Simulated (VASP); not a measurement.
Runs of VASP 6.6.1 on Au. The structure is that of space group Fm-3m (No. 225), or close to it. The cells are those of the table. 

```tsv
task	cell	k mesh	cutoff (eV)	gap on the mesh (eV)	pressure (GPa)
relaxation of shape and atoms at fixed volume	relaxed from a = 2.969, b = 2.969, c = 2.970 Å, angles 120.0, 120.0, 60.0°, 1 atom	22 × 22 × 22	600	none	-3.8
single point	a = 2.817, b = 2.817, c = 2.818 Å, angles 120.0, 120.0, 60.0°, 1 atom	22 × 22 × 22	520	none	25.5
single point	a = 2.862, b = 2.862, c = 2.877 Å, angles 118.6, 118.6, 62.2°, 1 atom	8 × 8 × 8	520	none	(a)
relaxation of cell and atoms	relaxed from a = 2.862, b = 2.862, c = 2.877 Å, angles 118.6, 118.6, 62.2°, 1 atom	8 × 8 × 8	600	none	0.0
```

Alike in all rows: level PBE; potentials or basis VASP PAW PBE potentials, release 64 (Au); no spin polarisation; smearing gaussian 0.1 eV.

**Question.** Estimate the missing entries.

**Answer.** (a) 6.9.

Caveats: spin-orbit coupling is left out, which moves the levels of the heavy elements; the cell stands under pressure (at least some runs); the relaxation stopped at its first step, so nothing moved (at least some runs).

A k mesh can miss the band edges, and the runs leave out spin-orbit coupling on Au.

A gap of «none» marks levels without a gap at the run's occupations.
